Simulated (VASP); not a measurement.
A run of VASP 6.6.1:

File INCAR:

```
SYSTEM = VO2
  PREC = Accurate
  ENCUT = 600
  EDIFF = 1E-6
  ISMEAR = -1
  SIGMA = 0.03
  LREAL = .FALSE.
  LASPH = .TRUE.
  NELM = 200
  ALGO = Normal
  ISIF = 2
  LWAVE = .FALSE.
  LCHARG = .FALSE.
  ISPIN = 2
  MAGMOM = 0 2 0 0 0 0 0 0 0 0 0 0
  LORBIT = 11
  LMAXMIX = 4
  GGA = PE
  NBANDS = 66
  GGA_COMPAT = .FALSE.
```

File KPOINTS:

```
regular mesh
0
G
  3 3 3
  0 0 0
```

Contents of POSCAR:

```
VO2
1.0
   -4.5983000000      0.0000000000      0.0000000000
    0.0000000000     -4.5983000000     -2.8514000000
    0.0000000000     -4.5983000000      2.8514000000
V O
4 8
Direct
    0.0000000000      0.0000000000      0.0000000000
    0.0000000000      0.5000000000      0.5000000000
    0.5000000000      0.0000000000      0.5000000000
    0.5000000000      0.5000000000      0.0000000000
    0.3001000000      0.6500500000      0.6500500000
    0.3001000000      0.1500500000      0.1500500000
    0.1999000000      0.6500500000      0.1500500000
    0.1999000000      0.1500500000      0.6500500000
    0.6999000000      0.8499500000      0.8499500000
    0.6999000000      0.3499500000      0.3499500000
    0.8001000000      0.8499500000      0.3499500000
    0.8001000000      0.3499500000      0.8499500000
```

Potentials or basis: VASP PAW PBE potentials, release 64 (V_sv, O).

Run with:

```sh
$ cat potpaw_PBE.64/V_sv/POTCAR potpaw_PBE.64/O/POTCAR > POTCAR
$ mpirun -np 1 vasp_std > vasp.out
```

Hardware: 1 thread of Intel(R) Xeon(R) Platinum 8259CL CPU @ 2.50GHz (Skylake/Cascade Lake), with other jobs on the host.

Task: How long does it take, and how much memory?

Result: Wall time 5.8 min on 1 thread of Intel(R) Xeon(R) Platinum 8259CL CPU @ 2.50GHz (Skylake/Cascade Lake), with other jobs on the host, peak memory 0.43 GiB. Counts: scf iterations 24, k points 10.
